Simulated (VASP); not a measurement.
# AlN (Cm) in VASP: notebook, part 2 of 2

VASP 6.6.1. Earlier steps stand in the parts before.

### Step 5. Single point, PBE

This run uses another cell than the first one, of the same volume but with other edges.

The input, INCAR:

```
  PREC = Accurate
  ENCUT = 520
  EDIFF = 1E-6
  ISMEAR = 0
  SIGMA = 0.05
  LREAL = F
  LASPH = T
  NELM = 100
  ALGO = Normal
  ISIF = 2
  LWAVE = F
  LCHARG = T
  GGA = PE
  LELF = T
  LVHAR = T
  NBANDS = 26
```

The input, KPOINTS:

```
regular mesh
0
Gamma
  8 8 3
```

The input, POSCAR:

```
AlN
1.0
   -3.1110021516      0.0000000000      0.0000000000
   -1.5555010758     -2.6942068945      0.0000000000
   -2.7219713325     -1.5715308816      9.9560000000
Al N
4 4
Direct
   -0.1938240417     -0.1938240417      0.9037500000
    0.0978259583      0.0978259583      0.4037500000
    0.5769842917      0.5769842917      0.1537500000
    0.2853342917      0.2853342917      0.6537500000
    0.2771907083      0.2771907083      0.0962500000
   -0.0144592917     -0.0144592917      0.5962500000
    0.4646990417      0.4646990417      0.3462500000
    0.1730490417      0.1730490417      0.8462500000
```

Potentials or basis: VASP PAW PBE potentials, release 64 (Al, N).

The run is started by

```bash
> cat potpaw_PBE.64/Al/POTCAR potpaw_PBE.64/N/POTCAR > POTCAR
> mpirun -np 1 vasp_std > vasp.out
```

OUTCAR:

```text
PREC = Accurate
   ENCUT = 520
   EDIFF = 1E-6
   ISMEAR = 0
   LREAL = F
   LASPH = T
   NELM = 100
   ISIF = 2
   GGA = PE

 ion  position               nearest neighbor table
   1  0.806  0.806  0.904-   8 1.89   8 1.89   8 1.89   5 2.51   5 2.51   3 2.53   4 3.07   4 3.07
                             4 3.07
   2  0.098  0.098  0.404-   7 1.89   7 1.89   7 1.89   6 1.92   4 3.07   3 3.07   3 3.07   4 3.07
                             4 3.07   3 3.07
   3  0.577  0.577  0.154-   5 1.89   5 1.89   5 1.89   7 1.92   1 2.53   2 3.07   2 3.07   2 3.07

   4  0.285  0.285  0.654-   6 1.89   6 1.89   6 1.89   8 1.92   2 3.07   1 3.07   1 3.07   2 3.07
                             2 3.07   1 3.07
   5  0.277  0.277  0.096-   3 1.89   3 1.89   3 1.89   1 2.51   1 2.51
   6  0.986  0.986  0.596-   4 1.89   4 1.89   4 1.89   2 1.92
   7  0.465  0.465  0.346-   2 1.89   2 1.89   2 1.89   3 1.92
   8  0.173  0.173  0.846-   1 1.89   1 1.89   1 1.89   4 1.92

  LATTYP: Found a base centered monoclinic cell.
 ALAT       =     5.3884137890
 B/A-ratio  =     0.5773502692
 C/A-ratio  =     1.8940739464
 COS(beta)  =    -0.2200019703

  Lattice vectors:

 A1 = (  -3.1110021516,   0.0000000000,   0.0000000000)
 A2 = (  -1.5555010758,  -2.6942068945,   0.0000000000)
 A3 = (   1.9445318949,   1.1226760129,   9.9560000000)

Analysis of symmetry for initial positions (statically):
=====================================================================
 Subroutine PRICEL returns:
 Original cell was already a primitive cell.

 Routine SETGRP: Setting up the symmetry group for a
 base centered monoclinic supercell.

 Subroutine GETGRP returns: Found  2 space group operations
 (whereof  2 operations were pure point group operations)
 out of a pool of  4 trial point group operations.

The static configuration has the point symmetry C_1h.

Analysis of symmetry for dynamics (positions and initial velocities):
=====================================================================
 Subroutine PRICEL returns:
 Original cell was already a primitive cell.

[... 141 lines left out ...]
  Fermi-wavevector in a.u.,A,eV,Ry     =   1.189377  2.247596 19.247033  1.414617
  Thomas-Fermi vector in A             =   2.325485
   LORBIT       =      0    0 simple, 1 ext, 2 COOP (PROOUT), +10 PAW based schemes
   GGA     = PE    functional components
   LHFCALC =     F    Hartree Fock is set to
   AEXX    =    0.0000 exact exchange contribution
   IVDW    =     0    specifies the selected vdW correction
   LEPSILON=     F    determine dielectric tensor
   LRPA    =     F    only Hartree local field effects (RPA)
 non-spin polarized calculation
 Gauss-broadening in eV      SIGMA  =   0.05
  energy-cutoff  :      520.00
  volume of cell :       83.45
 maximum number of plane-waves:      2262
   NGX = 11   NGY = 11   NGZ = 39

 number of electron      31.9999998 magnetization

 Free energy of the ion-electron system (eV)
  ---------------------------------------------------
  ext. energy  EPLUGINS =         0.00000000
  ---------------------------------------------------
  free energy    TOTEN  =       -58.06887095 eV

  energy without entropy =      -58.06887095  energy(sigma->0) =      -58.06887095

 E-fermi :   6.7992     XC(G=0): -10.9545

 val. band max:        6.5276848343   @ k =   0.0000   0.0000   0.0000
 cond. band min:       9.5738463613   @ k =   0.5000   0.0000   0.3333
 fundamental gap:      3.0461615270
 Fermi energy:         6.7992244019

 k-point     1 :       0.0000    0.0000    0.0000
  band No.  band energies     occupation
      1      -8.9676      2.00000
      2      -8.0941      2.00000
      3      -8.0555      2.00000
      4      -6.8041      2.00000
      5       0.2929      2.00000
      6       2.8481      2.00000
[... 685 lines left out ...]
     25      16.6311      0.00000
     26      17.6079      0.00000

 [... further k-points ...]
[... 5 lines left out ...]
  --------------------------------------------------------------------------------------
  -------------------------------------------------------------------------------------
  Total        0.5210068     -1.3051487      4.7755629      1.5814971      0.0856481      0.1483469
  in kB       10.0031749    -25.0584635     91.6893740     30.3642696      1.6444185      2.8482163
  external PRESSURE =      25.5446951 kB  Pullay stress =       0.0000000 kB

 VOLUME and BASIS-vectors are now :
 -----------------------------------------------------------------------------
  energy-cutoff  :      520.00
  volume of cell :       83.45
      direct lattice vectors                 reciprocal lattice vectors
    -3.111002152  0.000000000  0.000000000    -0.321439829  0.185583372 -0.058587786
    -1.555501076 -2.694206895  0.000000000     0.000000000 -0.371166744 -0.058587786
    -2.721971332 -1.571530882  9.956000000     0.000000000  0.000000000  0.100441945

 POSITION                                       TOTAL-FORCE (eV/Angst)
 -----------------------------------------------------------------------------------
     -6.22200     -3.59228      8.99774        -0.590916     -0.341166     -0.682887
     -1.55550     -0.89807      4.01974         0.004125      0.002382      0.136879
     -3.11100     -1.79614      1.53074         0.359238      0.207406      1.991868
     -3.11100     -1.79614      6.50874         0.038555      0.022260      0.158891
     -1.55550     -0.89807      0.95826        -0.118350     -0.068329     -0.798785
     -6.22200     -3.59228      5.93626         0.016786      0.009691     -0.199688
     -3.11100     -1.79614      3.44726        -0.034004     -0.019632     -0.156243
     -3.11100     -1.79614      8.42526         0.324567      0.187389     -0.450036
 -----------------------------------------------------------------------------------
    total drift:                               -0.000112     -0.000064     -0.000989

  FREE ENERGIE OF THE ION-ELECTRON SYSTEM (eV)
  ---------------------------------------------------
  free  energy   TOTEN  =       -58.0688709463 eV

  energy  without entropy=      -58.0688709463  energy(sigma->0) =      -58.06887095
```

Run time: 3 min. Hardware: 1 thread of AMD EPYC 7R13, shared host; peak memory 0.22 GiB.

What came out:

```
Free energy            : -58.0689 eV
Pressure               : 2.6 GPa
Largest force          : 2.035 eV/Å
Band gap on the k mesh : 3.05 eV, indirect (least direct gap 3.31 eV)
```

Forces in eV/Å, atoms in the order of the input:
```
Al  -0.591 -0.341 -0.683
Al   0.004  0.002  0.137
Al   0.359  0.207  1.992
Al   0.039  0.022  0.159
N   -0.118 -0.068 -0.799
N    0.017  0.010 -0.200
N   -0.034 -0.020 -0.156
N    0.325  0.187 -0.450
```

Stress tensor (GPa, compression positive):
```
 1.00  3.04  0.28
 3.04 -2.51  0.16
 0.28  0.16  9.17
```

Caveat: forces of over 1 eV/Å act on the atoms, so gaps and moduli don't describe the material at rest. A k mesh can miss the band edges.

### Step 6. The runs side by side

```csv
cell,gap on the mesh (eV),pressure (GPa),largest force (eV/Å)
"a = 3.111, b = 3.111, c = 9.966 Å, angles 87.8, 87.8, 60.0°, 8 atoms",3.89,3.5,1.01
"a = 3.111, b = 3.111, c = 10.047 Å, angles 83.3, 83.3, 60.0°, 8 atoms",2.84,3.1,1.46
"a = 3.111, b = 3.111, c = 10.206 Å, angles 79.0, 79.0, 60.0°, 8 atoms",2.79,3.1,1.49
"a = 3.111, b = 3.111, c = 10.440 Å, angles 74.9, 74.9, 60.0°, 8 atoms",3.05,2.6,2.03
```

Alike in all rows: task single point; level PBE; potentials or basis VASP PAW PBE potentials, release 64 (Al, N); no spin polarisation; k mesh 8 × 8 × 3; cutoff (eV) 520; smearing gaussian 0.05 eV.

Caveats: forces of over 1 eV/Å act on the atoms, so gaps and moduli don't describe the material at rest.

Absolute energies hang on the potentials; compare differences alone.
